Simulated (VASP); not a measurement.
Here is a VASP 6.6.1 calculation.

The input INCAR:

```
  PREC = Accurate
  ENCUT = 600
  EDIFF = 1E-6
  ISMEAR = 0
  SIGMA = 0.1
  LREAL = F
  LASPH = T
  NELM = 100
  ALGO = Fast
  ISIF = 3
  LWAVE = F
  LCHARG = F
  GGA = CA
  IBRION = 2
  NSW = 80
  EDIFFG = -0.002
  PSTRESS = 500.0
```

Contents of KPOINTS:

```
Automatic mesh
0
Gamma
  16 16 10
```

File POSCAR:

```
Hf
1.0
    2.8892580072      0.0000000000      0.0000000000
   -1.4446290036      2.5021708323      0.0000000000
    0.0000000000      0.0000000000      4.6858685570
Hf
2
Direct
    0.3333333333      0.6666666667      0.2500000000
    0.6666666667      0.3333333333      0.7500000000
```

Potentials or basis: VASP PAW LDA potentials, release 64 (Hf_pv).

Launch:

```console
$ cat potpaw_LDA.64/Hf_pv/POTCAR > POTCAR
$ mpirun -np 1 vasp_std > vasp.out
```

Task: Estimate the band gap on the k mesh.

Result: Zero (bands 10 and 11 overlap by 1.70 eV).

Task: What does it give for the relaxed cell?

Result: a = 2.819 Å, b = 2.819 Å, c = 4.632 Å, α = 90.00°, β = 90.00°, γ = 120.00°.

The path:
```
step  energy change (eV)  largest force (eV/Å)  pressure (GPa)  volume (Å³)
   1              0.0000                0.0000           35.18        33.88
   2              3.0117                0.0000          112.04        26.76
   3              0.4763                0.0000           48.97        32.05
   4              0.5100                0.0000           49.86        31.94
   5              0.5218                0.0000           50.14        31.90
   6              0.5295                0.0000           50.18        31.87
   7              0.5348                0.0000           50.18        31.86
   8              0.5328                0.0000           50.18        31.86
   9              0.5095                0.0000           49.57        31.94
  10              0.5265                0.0000           49.99        31.88
```

Caveat: the cell is relaxed towards a set pressure, so the run minimises the enthalpy, not the energy; spin-orbit coupling is left out, which moves the levels of the heavy elements. LDA usually gives volumes a few per cent too small.
